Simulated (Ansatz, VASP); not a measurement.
**Ga2Sb2CO in VASP and in Ansatz**

File INCAR:

```
SYSTEM = Ga2Sb2CO
PREC     = Accurate       ! precision mode
ENCUT    = 520            ! plane-wave cutoff, eV
EDIFF    = 1E-6           ! SCF threshold, eV
ISMEAR   = 0              ! smearing method
SIGMA    = 0.1            ! smearing width, eV
LREAL    = .FALSE.        ! projectors in reciprocal space
LASPH    = .TRUE.         ! aspherical terms in the spheres
NELM     = 120            ! most SCF steps
ALGO     = Normal         ! electronic algorithm
ISIF     = 2              ! what is computed and relaxed
LWAVE    = .FALSE.        ! write WAVECAR
LCHARG   = .TRUE.         ! write CHGCAR
LDIPOL   = .TRUE.       
IDIPOL   = 3            
DIPOL    = 0.5 0.5 0.361
GGA      = PE             ! functional
IVDW     = 12             ! dispersion correction
LELF     = .TRUE.         ! ELF
LVHAR    = .TRUE.       
LVACPOTAV= .TRUE.       
NBANDS   = 42             ! bands
GGA_COMPAT= .FALSE.      
NELMDL   = -8
```

File KPOINTS:

```
regular mesh
0
G
  6 6 1
  0 0 0
```

File POSCAR:

```
Ga2Sb2CO
1.0
    4.3343814621      0.0000000000      0.0000000000
   -2.1671907311      3.7536844559      0.0000000000
    0.0000000000      0.0000000000     23.3197422777
Sb Ga O C
2 2 1 1
Direct
    0.0000000000      0.0000000000      0.1715284823
    0.3333333333      0.6666666667      0.3301590654
    0.3333333333      0.6666666667      0.2094685204
    0.6666666667      0.3333333333      0.3632005095
    1.3333333333      0.6666666667      0.5218643557
    1.3333333333      0.6666666667      0.5711787943
```

Input for Ansatz:

```yaml
crystal:
  lattice:
    - [4.3343814621, 0.0, 0.0]
    - [-2.1671907311, 3.7536844559, 0.0]
    - [0.0, 0.0, 23.3197422777]
  atoms:
    - { symbol: Sb, position: [0.0, 0.0, 0.1715284823] }
    - { symbol: Ga, position: [0.3333333333, 0.6666666667, 0.2094685204] }
    - { symbol: Sb, position: [0.3333333333, 0.6666666667, 0.3301590654] }
    - { symbol: Ga, position: [0.6666666667, 0.3333333333, 0.3632005095] }
    - { symbol: O, position: [1.3333333333, 0.6666666667, 0.5218643557] }
    - { symbol: C, position: [1.3333333333, 0.6666666667, 0.5711787943] }
basis:
  ecutwfc: 420
kpoints:
  mp_grid: { grid: [6, 6, 1] }
hamiltonian:
  xc: pbe
  pseudopotentials: { kind: paw, azcp: { folder: soft_1 } }
  dispersion: d3bj
scf:
  occupations: { method: gaussian, width: 0.1 }
output:
  forces: true
  eigenvalues: true
efield:
  axis: 3
  dipole_correction: true
  ramp_width: 0.04
```

Alike in both runs: task single point; functional PBE; dispersion D3(BJ); k mesh 6 × 6 × 1; occupations gaussian, width 0.1 eV; no spin polarisation.

```csv
,VASP,Ansatz
version,VASP 6.6.1,Ansatz 0.2.0
potentials or method,"VASP PAW PBE potentials, release 64 (Sb_d_GW, Ga_d, O, C), cutoff 520 eV","scalar-relativistic, plane waves, PAW"
valence electrons in the cell,66,66
```

Ansatz gave:

```
gap on the k mesh at the Fermi level (eV) : 0.04
least direct gap on the mesh (eV)         : 0.15
rms of the force components (eV/Å)        : 0.508
```

**Question.** What did VASP give for the same quantities?

**Answer.** gap on the k mesh at the Fermi level (eV): 0.04; least direct gap on the mesh (eV): 0.15; rms of the force components (eV/Å): 0.241.

One of these differences is far larger than is usual between the two programs; its cause wasn't traced.

Neither program's run includes spin-orbit coupling. Noted on VASP's run: the standard files for N, O and F lose accuracy on very short bonds.
